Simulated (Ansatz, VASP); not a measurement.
# Two plane-wave programs on TaAl3O

Contents of INCAR:

```
  PREC = Accurate
  ENCUT = 520
  EDIFF = 1E-7
  ISMEAR = 0
  SIGMA = 0.1
  LREAL = F
  LASPH = T
  NELM = 100
  ALGO = Normal
  ISIF = 2
  LWAVE = F
  LCHARG = F
  GGA = PE
  NBANDS = 21
```

File KPOINTS:

```
regular mesh
0
Gamma
  6 6 4
```

The input POSCAR:

```
TaAl3O
1.0
    5.1364431300      0.0000000000      0.0000000000
   -2.5682215600      4.4482902300      0.0000000000
    0.0000000000      0.0000000000      5.2835178500
Ta Al O
1 3 1
Direct
    0.0000000000      0.0000000000      0.5000000000
    0.4821317900      0.0000000000      0.5000000000
    0.0000000000      0.4821317900      0.5000000000
    0.5178682100      0.5178682100      0.5000000000
    0.0000000000      0.0000000000      0.0000000000
```

Input for Ansatz:

```yaml
crystal:
  lattice:
    - [5.13644313, 0.0, 0.0]
    - [-2.56822156, 4.44829023, 0.0]
    - [0.0, 0.0, 5.28351785]
  atoms:
    - { symbol: Ta, position: [0.0, 0.0, 0.5] }
    - { symbol: Al, position: [0.48213179, 0.0, 0.5] }
    - { symbol: Al, position: [0.0, 0.48213179, 0.5] }
    - { symbol: Al, position: [0.51786821, 0.51786821, 0.5] }
    - { symbol: O, position: [0.0, 0.0, 0.0] }
basis:
  ecutwfc: 420
kpoints:
  mp_grid: { grid: [6, 6, 4] }
hamiltonian:
  xc: pbe
scf:
  occupations: { method: gaussian, width: 0.1 }
  lower_state_search: "off"
output:
  forces: true
  stress: true
  eigenvalues: true
```

Alike in both runs: task single point; functional PBE; k mesh 6 × 6 × 4; occupations gaussian, width 0.1 eV; no spin polarisation.

|  | VASP | Ansatz |
| --- | --- | --- |
| version | VASP 6.6.1 | Ansatz 0.2.0 |
| potentials or method | VASP PAW PBE potentials, release 64 (Ta_pv, Al, O), cutoff 520 eV | scalar-relativistic, plane waves, PAW |
| valence electrons in the cell | 26 | 28 |

```csv
,VASP,Ansatz,Ansatz less VASP
gap on the k mesh at the Fermi level (eV),none,none,-
pressure (GPa),4.3,4.4,+0.04
"traceless stress, the component that is largest in VASP (GPa)",-26.24,-26.27,-0.039
rms of the force components (eV/Å),0.649,0.650,+0.0014
```

Atom by atom the forces differ by 0.001 eV/Å (rms over components). A gap of «none» marks a metal or a gap that the smearing closes. VASP's potentials hold 26 valence electrons a cell and Ansatz's 28, so a difference there can come from the potentials and not from the codes.

Spin-orbit coupling is off throughout.
